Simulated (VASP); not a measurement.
Wanted: the native input for a VASP 6.6.1 run.

```yaml
Task: relaxation of cell and atoms
Functional: PBE
Dispersion: D4
Potentials_or_basis: VASP PAW PBE potentials, release 64 (C)
Cutoff: 600 eV
k_mesh: 12 × 12 × 3
Occupations: fermi-dirac, width 0.05 eV
Spin: no spin polarisation
Dipole_correction: no
Further_INCAR_settings: ALGO = Normal; EDIFF = 1e-07; IBRION = 2; EDIFFG = -0.01; NSW = 60; ISIF = 3
```

The structure of C lies in POSCAR:

```
C
1.0
    2.4561701622      0.0000000000      0.0000000000
   -1.2280850811      2.1271057565      0.0000000000
    0.0000000000      0.0000000000      8.5238033600
C
2
Direct
    0.6666666667      0.3333333333      0.0000000000
    0.3333333333      0.6666666667      0.0000000000
```

The input as run:

INCAR

```
SYSTEM = C
ALGO = Normal
EDIFF = 1E-7
EDIFFG = -0.01
ENCUT = 600
GGA = PE
IBRION = 2
ISIF = 3
ISMEAR = -1
IVDW = 13
LASPH = .TRUE.
LCHARG = .FALSE.
LREAL = .FALSE.
LWAVE = .FALSE.
NELM = 80
NSW = 60
PREC = Accurate
SIGMA = 0.05
```

KPOINTS

```
k-points
0
G
  12 12 3
  0 0 0
```

Potentials or basis: VASP PAW PBE potentials, release 64 (C).

Launch:

```console
$ cat potpaw_PBE.64/C/POTCAR > POTCAR
$ mpirun -np 1 vasp_std > vasp.out
```

It gave:

```yaml
Relaxed_volume: 9.30 Å³/atom
Relaxed_cell: a = 2.460 Å, b = 2.460 Å, c = 3.547 Å, α = 90.00°, β = 90.00°, γ = 120.00°
Space_group_after_relaxing_to_0.05_Å: P6/mmm (No. 191)
Energy_gained_by_relaxing: 51.9 meV/atom
Ionic_steps: 26
Band_gap_on_the_k_mesh: zero (band 4 reaches 4.75 eV, above the bottom of band 5 at 4.02 eV)
Dispersion_energy_per_atom: -0.165 eV
```

Caveat: the volume moved by over 15 % at a fixed basis, so the end points are rough.

Wall time 2.8 min on 1 thread of Intel(R) Xeon(R) 6975P-C (Granite Rapids), on a shared host, peak memory 0.16 GiB.
